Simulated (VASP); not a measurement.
Crystal: Te2Mo.

```xyz
6
Lattice="3.5182 0.0000 0.0000 -1.7591 3.0469 0.0000 0.0000 0.0000 13.9736" Properties=species:S:1:pos:R:3 pbc="T T T"
Te    1.7591    1.0156    5.2960
Te    0.0000    2.0312   12.2828
Te    1.7591    1.0156    1.6908
Te    0.0000    2.0312    8.6776
Mo    1.7591    1.0156   10.4802
Mo    0.0000    2.0312    3.4934
```

Base run:

```yaml
Program: VASP 6.6.1
Functional: r2SCAN
Potentials_or_basis: VASP PAW PBE potentials, release 64 (Te, Mo_sv)
Cutoff: 520 eV
k_mesh: 9 × 9 × 2
Occupations: fermi-dirac, width 0.05 eV
Spin: no spin polarisation
Hubbard_terms: Mo d U = 7.0 eV
```

Its results: band gap on the k mesh 0.89 eV, indirect (least direct gap 1.08 eV); pressure 5.0 GPa; largest force 0.348 eV/Å.

Question: The run is repeated on the same cell with these changes: functional from r2SCAN to revPBE; hubbard terms from Mo d U = 7.0 eV to none. What comes out?

Answer: Band gap on the k mesh 0.80 eV, indirect (least direct gap 1.04 eV); pressure 4.3 GPa; largest force 0.243 eV/Å.

Several settings changed at once, so the effect can't be laid on one alone.

Caveats: the PAW data sets were made with another functional, which shifts forces and pressure a little; spin-orbit coupling is left out, which moves the levels of the heavy elements; the U is typed as a test and isn't derived for this compound (some runs); this functional lacks dispersion, which binds the layers, so the pressure and a relaxed spacing across them are unreliable (some runs).

A k mesh can miss the band edges.
